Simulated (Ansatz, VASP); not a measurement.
# Al: VASP beside Ansatz

```
CELL_PARAMETERS angstrom
3.21264 3.21264 3.21264
-3.21264 -3.21264 3.21264
3.21264 -3.21264 -3.21264
ATOMIC_POSITIONS crystal
Al 0.96358 0.53642 0.50000
Al 0.00000 0.00000 0.50000
Al 0.00000 0.50000 0.00000
Al 0.00000 0.00000 0.00000
Al 0.50000 0.50000 0.50000
Al 0.50000 0.00000 0.50000
Al 0.50000 0.50000 0.00000
Al 0.50000 0.00000 0.00000
```

Alike in both runs: task single point; functional PBEsol; k mesh 10 × 10 × 10; occupations gaussian, width 0.15 eV; no spin polarisation.

|  | VASP | Ansatz |
| --- | --- | --- |
| version | VASP 6.6.1 | Ansatz 0.2.0 |
| potentials or method | VASP PAW PBE potentials, release 64 (Al), cutoff 520 eV | scalar-relativistic, plane waves, PAW |
| valence electrons in the cell | 24 | 24 |

|  | VASP | Ansatz | Ansatz less VASP |
| --- | --- | --- | --- |
| gap on the k mesh at the Fermi level (eV) | none | none | - |
| pressure (GPa) | 1.0 | 1.0 | -0.08 |
| traceless stress, the component that is largest in VASP (GPa) | 1.07 | 1.06 | -0.005 |
| rms of the force components (eV/Å) | 0.474 | 0.471 | -0.0026 |

VASP's potentials were made for PBE, not for PBEsol, and Ansatz warns of the same on its side. Atom by atom the forces differ by 0.003 eV/Å (rms over components). A gap of «none» marks a metal or a gap that the smearing closes.
